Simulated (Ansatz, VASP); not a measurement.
**TaN in VASP and in Ansatz**

File INCAR:

```
  PREC = Accurate
  ENCUT = 520
  EDIFF = 1E-8
  ISMEAR = -1
  SIGMA = 0.02
  LREAL = False
  LASPH = True
  NELM = 120
  ALGO = Normal
  ISIF = 2
  LWAVE = False
  LCHARG = False
  GGA = PS
  LEFG = True
  NBANDS = 16
  GGA_COMPAT = False
```

KPOINTS

```
regular mesh
0
Gamma
  9 9 9
```

The input POSCAR:

```
TaN
1.0
    0.0000000000      2.1790000000      2.2007900000
    2.1790000000      0.0000000000      2.2007900000
    2.1790000000      2.1790000000      0.0000000000
Ta N
1 1
Direct
    0.5000000000      0.5000000000      0.5000000000
    0.0000000000      0.0000000000      0.0000000000
```

Input for Ansatz:

```yaml
crystal:
  lattice:
    - [0.0, 2.179, 2.20079]
    - [2.179, 0.0, 2.20079]
    - [2.179, 2.179, 0.0]
  atoms:
    - { symbol: Ta, position: [0.5, 0.5, 0.5] }
    - { symbol: "N", position: [0.0, 0.0, 0.0] }
kpoints:
  mp_grid: { grid: [9, 9, 9] }
scf:
  occupations: { method: fermi_dirac, width: 0.02 }
hamiltonian:
  xc: pbesol
  pseudopotentials: { kind: paw }
output:
  forces: true
  stress: true
  eigenvalues: true
  efg: { contact_densities: true }
```

Change from the starting cell: zz strain of +1 %, PAW files.

Alike in both runs: task electric field gradients; functional PBEsol; k mesh 9 × 9 × 9; occupations fermi-dirac, width 0.02 eV; no spin polarisation.

```csv
,VASP,Ansatz
version,VASP 6.6.1,Ansatz 0.2.0
potentials or method,"VASP PAW PBE potentials, release 64 (Ta_sv_GW, N)","PAW with Ansatz's default frozen-core files, scalar-relativistic"
plane-wave cutoff (eV),520,420
valence electrons in the cell,18,18
```

VASP gave:

* pressure (GPa): 0.6
* traceless stress, the component that is largest in VASP (GPa): -5.21
* size of Vzz on the site where it differs most (V/Å²): 49.9

Task: Which values does Ansatz return?

Result: Pressure (GPa): 0.8; traceless stress, the component that is largest in VASP (GPa): -5.20; size of Vzz on the site where it differs most (V/Å²): 50.3.

VASP's potentials were made for PBE, not for PBEsol.

Neither program's run includes spin-orbit coupling.
